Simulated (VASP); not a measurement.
A run of VASP 6.6.1 is set up as follows.

The input POSCAR:

```
Rh
1.0
    0.0000000000      1.9001492147      1.9001492147
    1.9001492147      0.0000000000      1.9001492147
    1.9001492147      1.9001492147      0.0000000000
Rh
1
Direct
    0.0000000000      0.0000000000      0.0000000000
```

INCAR.step1

```
PREC     = Accurate       # precision mode
ENCUT    = 520            # plane-wave cutoff, eV
ISMEAR   = -1             # smearing method
SIGMA    = 0.05           # smearing width, eV
LREAL    = False          # projectors in reciprocal space
LASPH    = True           # aspherical terms in the spheres
NELM     = 150            # most SCF steps
ISPIN    = 2              # spin polarisation
MAGMOM   = 1              # initial moments
LMAXMIX  = 4              # l up to which the mixer works
NBANDS   = 18             # bands
GGA      = PE             # functional
ALGO     = Normal         # electronic algorithm
EDIFF    = 1E-4           # SCF threshold, eV
LWAVE    = True           # write WAVECAR
LCHARG   = False          # write CHGCAR
```

Contents of INCAR.step2:

```
PREC     = Accurate       # precision mode
ENCUT    = 520            # plane-wave cutoff, eV
EDIFF    = 1E-7           # SCF threshold, eV
ISMEAR   = -1             # smearing method
SIGMA    = 0.05           # smearing width, eV
LREAL    = False          # projectors in reciprocal space
LASPH    = True           # aspherical terms in the spheres
NELM     = 150            # most SCF steps
ALGO     = Normal         # electronic algorithm
ISIF     = 2              # what is computed and relaxed
LWAVE    = False          # write WAVECAR
LCHARG   = False          # write CHGCAR
ISPIN    = 2              # spin polarisation
MAGMOM   = 1              # initial moments
LORBIT   = 11             # projections on sites
LMAXMIX  = 4              # l up to which the mixer works
METAGGA  = R2SCAN         # meta-GGA
LMIXTAU  = True         
NBANDS   = 18             # bands
ISTART   = 1
```

KPOINTS

```
Automatic mesh
0
Gamma
  14 14 14
```

Potentials or basis: VASP PAW PBE potentials, release 64 (Rh_pv).

Launch:

```console
$ cat potpaw_PBE.64/Rh_pv/POTCAR > POTCAR
$ cp INCAR.step1 INCAR
$ mpirun -np 1 vasp_std > vasp.out
$ cp INCAR.step2 INCAR
$ mpirun -np 1 vasp_std > vasp.out
```

**Question.** Estimate the pressure.

**Answer.** 1.2 GPa.

**Question.** Predict the net moment.

**Answer.** 0.00 μB per cell.

Caveat: the PAW data sets were made with another functional, which shifts forces and pressure a little.
